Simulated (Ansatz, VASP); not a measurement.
## Ge4Pd in VASP and in Ansatz

Contents of INCAR:

```
PREC = Accurate ; ENCUT = 520
EDIFF = 1E-6 ; ISMEAR = 0
SIGMA = 0.1 ; LREAL = False
LASPH = True ; NELM = 150
ALGO = Normal ; ISIF = 2
LWAVE = False ; LCHARG = False
ISPIN = 2 ; MAGMOM = 0 0 0 0 1
LORBIT = 11 ; LMAXMIX = 4
GGA = PE ; NBANDS = 45
```

The input KPOINTS:

```
regular mesh
0
Gamma
  6 6 2
```

The input POSCAR:

```
Ge4Pd
1.0
    3.2806799241      0.0000000000      0.0000000000
   -1.6403399621      2.8411521560      0.0000000000
    0.0000000000      0.0000000000      9.8053394501
Ge Pd
4 1
Direct
    0.3333333333      0.6666666667      0.8153523464
    0.3333333333      0.6666666667      0.3943750561
    0.6666666667      0.3333333333      0.1846476536
    0.6666666667      0.3333333333      0.6056249439
    0.0000000000      0.0000000000      0.0000000000
```

Input for Ansatz:

```yaml
crystal:
  lattice:
    - [3.2806799241, 0.0, 0.0]
    - [-1.6403399621, 2.841152156, 0.0]
    - [0.0, 0.0, 9.8053394501]
  atoms:
    - { symbol: Ge, position: [0.3333333333, 0.6666666667, 0.8153523464] }
    - { symbol: Ge, position: [0.3333333333, 0.6666666667, 0.3943750561] }
    - { symbol: Ge, position: [0.6666666667, 0.3333333333, 0.1846476536] }
    - { symbol: Ge, position: [0.6666666667, 0.3333333333, 0.6056249439] }
    - { symbol: Pd, position: [0.0, 0.0, 0.0], spin: 1.0 }
basis:
  ecutwfc: 420
kpoints:
  mp_grid: { grid: [6, 6, 2] }
hamiltonian:
  xc: pbe
scf:
  occupations: { method: gaussian, width: 0.1 }
  lower_state_search: "off"
output:
  forces: true
  stress: true
  eigenvalues: true
  populations: true
magnetization:
  spin_polarized: true
```

Change from the starting cell: species swapped into the Co4H type (P-3m1, No. 164).

Alike in both runs: task single point; functional PBE; k mesh 6 × 6 × 2; occupations gaussian, width 0.1 eV; collinear spin.

```csv
,VASP,Ansatz
version,VASP 6.6.1,Ansatz 0.2.0
potentials or method,"VASP PAW PBE potentials, release 64 (Ge_d, Pd), cutoff 520 eV","scalar-relativistic, plane waves, PAW"
valence electrons in the cell,66,74
```

|  | VASP | Ansatz | Ansatz less VASP |
| --- | --- | --- | --- |
| gap on the k mesh at the Fermi level (eV) | none | none | - |
| pressure (GPa) | 0.1 | 0.1 | -0.04 |
| traceless stress, the component that is largest in VASP (GPa) | 0.31 | 0.27 | -0.035 |
| rms of the force components (eV/Å) | 0.012 | 0.013 | +0.0010 |
| net moment per atom (μB) | 0.00 | 0.00 | 0.000 |

Atom by atom the forces differ by 0.002 eV/Å (rms over components). A gap of «none» marks a metal or a gap that the smearing closes. The functional is the same, so the differences come from potentials, cutoffs and numerics. VASP's potentials hold 66 valence electrons a cell and Ansatz's 74, so a difference there can come from the potentials and not from the codes. Ansatz's warnings: seeded moment not kept.

The k mesh is coarse, so the values compare programs but aren't converged.
